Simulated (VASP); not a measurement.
# WSe2: single point with PBEsol

The system is WSe2, a slab with vacuum.

```
CELL_PARAMETERS angstrom
3.27058 0.00000 0.00000
-1.63529 2.83241 0.00000
0.00000 0.00000 23.98700
ATOMIC_POSITIONS crystal
W 0.49749 0.33333 0.11456
W 0.33333 0.66667 0.86238
Se 0.33333 0.66667 0.20734
Se 0.66667 0.33333 0.93219
Se 0.33333 0.66667 0.06781
Se 0.66667 0.33333 0.79266
```

This cell differs from its parent crystal: atom 1 (W) moved by -0.553 Å along [1 0 0] and -0.553 Å along [0 0 1].

```yaml
Program: VASP 6.6.1
Task: single point
Functional: PBEsol
Potentials_or_basis: VASP PAW PBE potentials, release 64 (W_sv, Se)
Cutoff: 520 eV
k_mesh: 9 × 9 × 2
Occupations: gaussian, width 0.05 eV
Spin: no spin polarisation
Dipole_correction: no
Further_INCAR_settings: ALGO = Normal; EDIFF = 1e-06; NBANDS = 35
```

- Largest force: 29.882 eV/Å
- Band gap on the k mesh: zero (bands 26 and 27 overlap by 0.95 eV)

Forces on the atoms (eV/Å):
```
W    16.944 -11.255  21.890
W     0.000   0.012  -0.009
Se   -0.234  -0.291  -1.586
Se    0.004   0.004   0.057
Se  -16.714  11.532 -20.279
Se    0.001  -0.002  -0.073
```

Levels at points of the mesh, in eV from the Fermi level:
```csv
k point,band 24,band 25,band 26,band 27,band 28,band 29
"(0.00, 0.00, 0.00)",-1.72,-0.26,0.83,1.36,1.72,1.76
"(0.00, 0.00, 0.50)",-1.72,-0.26,0.83,1.36,1.72,1.76
```

It took 8.2 min on 1 thread of Intel(R) Xeon(R) Platinum 8559C (Emerald Rapids), on a shared host, peak memory 0.67 GiB.

Caveat: the cell differs from its parent crystal (atom 1 (W) moved by -0.553 Å along [1 0 0] and -0.553 Å along [0 0 1]); atoms lie so close that the PAW spheres overlap strongly, which falsifies energies and pressures; there is no dipole correction, which matters where the two faces differ; the PAW data sets were made with another functional, which shifts forces and pressure a little; spin-orbit coupling is left out, which moves the levels of the heavy elements.
